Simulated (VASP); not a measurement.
C, 8 atoms in the cell. The typed cell holds 8 atoms: a = 4.365 Å, b = 4.365 Å, c = 4.366 Å, α = 68.12°, β = 68.12°, γ = 68.13°.  This cell differs from its parent crystal: atom 1 (C) moved +0.037 Å towards its neighbour atom 2 (C) at 2.445 Å.

```yaml
Program: VASP 6.6.1
Task: single point
Functional: LDA
Potentials_or_basis: VASP PAW LDA potentials, release 64 (C)
Cutoff: 520 eV
k_mesh: 8 × 8 × 8
Occupations: gaussian, width 0.05 eV
Spin: no spin polarisation
Dipole_correction: no
Further_INCAR_settings: ALGO = Normal; EDIFF = 1e-07; NBANDS = 26
```

Potentials or basis: VASP PAW LDA potentials, release 64 (C).

Run with:

```console
$ cat potpaw_LDA.64/C/POTCAR > POTCAR
$ mpirun -np 1 vasp_std > vasp.out
```

Hardware: 1 thread of Oxide Virtual Turin-like Processor, with other jobs on the host.

Task: Estimate the wall time of this run.

Result: It took 6.8 min on 1 thread of Oxide Virtual Turin-like Processor, with other jobs on the host, peak memory 0.34 GiB. Counts: scf iterations 13, k points 260.
